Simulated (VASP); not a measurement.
Crystal: ZnCd2TeO2.

```
Zn Cd Te O
1.0
     4.48571    0.00000    0.00000
     0.00000    4.48571    0.00000
     0.00000    0.00000    6.02421
Zn Cd Te O
1 2 1 2
Cartesian
  0.0000 0.0000 0.0000
  2.2429 0.0000 0.0000
  0.0000 2.2429 0.0000
  0.0000 0.0000 3.0121
  2.2429 2.2429 4.4927
  2.2429 2.2429 1.5315
```

* Program: VASP 6.6.1
* Task: relaxation of cell and atoms
* Functional: PBE
* Potentials or basis: VASP PAW PBE potentials, release 64 (Zn, Cd, Te, O)
* Cutoff: 600 eV
* k mesh: 4 × 4 × 4
* Occupations: gaussian, width 0.1 eV
* Spin: no spin polarisation

At the start: pressure 6.4 GPa; volume 20.20 Å³/atom.

Q: Where does the relaxation end?

A: Over 31 steps the energy falls by 664.2 meV/atom and the volume is 23.87 Å³/atom (+18.2 %); space group P4/mmm (No. 123, to 0.05 Å).

The path:
| step | energy change (eV) | largest force (eV/Å) | pressure (GPa) | volume (Å³) |
| --- | --- | --- | --- | --- |
| 1 | 0.0000 | 1.0096 | 6.41 | 121.22 |
| 2 | -1.3150 | 0.8676 | -2.47 | 135.13 |
| 3 | -1.4927 | 1.0380 | -4.29 | 140.05 |
| 4 | -1.6149 | 1.2140 | -6.72 | 149.53 |
| 5 | -1.5986 | 1.1849 | -5.81 | 145.20 |
| 6 | -2.2971 | 1.0526 | -2.18 | 131.84 |
| 7 | -2.2972 | 1.0460 | -2.20 | 131.92 |
| 8 | -2.5703 | 1.7079 | 1.11 | 124.47 |
| 9 | -2.6812 | 2.4860 | 6.39 | 116.59 |
| 10 | -2.7595 | 2.6434 | 7.29 | 115.86 |
| 11 | -2.9296 | 1.9931 | 10.21 | 113.68 |
| 12 | -2.4915 | 2.2413 | 19.49 | 109.33 |
| 13 | -2.9492 | 1.6800 | 11.11 | 113.14 |
| 14 | -3.1639 | 1.2257 | 9.99 | 115.12 |
| 15 | -3.5651 | 0.5315 | 7.90 | 121.20 |
| 16 | -2.7335 | 11.6241 | 11.35 | 134.01 |
| 17 | -3.5953 | 1.2822 | 7.94 | 122.79 |
| 18 | -3.6039 | 1.7819 | 7.93 | 123.96 |
| 19 | -3.8155 | 0.7115 | 4.65 | 128.79 |
| 20 | -3.9188 | 1.1487 | -1.09 | 140.77 |
| 21 | -3.9390 | 0.7381 | 0.21 | 137.48 |
| 22 | -3.9393 | 0.6834 | 0.35 | 137.08 |
| 23 | -3.9570 | 0.5599 | 0.27 | 138.17 |
| 24 | -3.9802 | 0.2164 | 0.19 | 140.62 |
| 25 | -3.9539 | 0.8011 | 0.40 | 145.57 |
| 26 | -3.9829 | 0.0380 | 0.16 | 141.72 |
| 27 | -3.9830 | 0.0221 | 0.19 | 141.81 |
| 28 | -3.9839 | 0.0396 | 0.08 | 142.23 |
| 29 | -3.9847 | 0.0757 | -0.11 | 143.08 |
| 30 | -3.9847 | 0.0815 | -0.14 | 143.22 |
| 31 | -3.9851 | 0.0300 | -0.01 | 143.22 |

Final structure:
```yaml
crystal:
  lattice:
    - [5.21356, 0.00000, 0.00000]
    - [0.00000, 5.21356, 0.00000]
    - [0.00000, 0.00000, 5.26916]
  atoms:
    - { symbol: Zn, position: [0.00000, 0.00000, 0.00000] }
    - { symbol: Cd, position: [0.50000, 0.00000, 0.00000] }
    - { symbol: Cd, position: [0.00000, 0.50000, 0.00000] }
    - { symbol: Te, position: [0.00000, 0.00000, 0.50000] }
    - { symbol: O, position: [0.50000, 0.50000, 0.86324] }
    - { symbol: O, position: [0.50000, 0.50000, 0.13676] }
```

Caveat: the volume moved by over 15 % at a fixed basis, so the end points are rough.
